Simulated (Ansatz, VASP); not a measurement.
## CaSi3N2: VASP beside Ansatz

```
CELL_PARAMETERS angstrom
5.06695 0.00000 0.00000
-2.53348 4.38811 0.00000
0.00000 0.00000 3.39132
ATOMIC_POSITIONS crystal
Ca 0.00000 0.00000 0.00000
Si 0.50000 0.00000 0.50000
Si 0.50000 0.50000 0.50000
Si 0.00000 0.50000 0.50000
N 0.33333 0.66667 0.00000
N 0.66667 0.33333 0.00000
```

Change from the starting cell: species swapped into the HoCo3B2 type (P6/mmm, No. 191).

Alike in both runs: functional PBE; k mesh 12 × 12 × 12; occupations gaussian, width 0.1 eV; no spin polarisation.

Ansatz relaxed the structure, and its values are those at the end. VASP's run is a single point on that final structure, the one shown.

|  | VASP | Ansatz |
| --- | --- | --- |
| version | VASP 6.6.1 | Ansatz 0.2.0 |
| potentials or method | VASP PAW PBE potentials, release 64 (Ca_sv, Si, N), cutoff 600 eV | scalar-relativistic, plane waves, PAW |
| valence electrons in the cell | 32 | 32 |

Ansatz gave:

```
gap on the k mesh at the Fermi level (eV) : none
pressure (GPa)                            : 0.0
```

Which values does VASP return?

gap on the k mesh at the Fermi level (eV): none; pressure (GPa): 0.1.

A gap of «none» marks a metal or a gap that the smearing closes. The functional is the same, so the differences come from potentials, cutoffs and numerics.
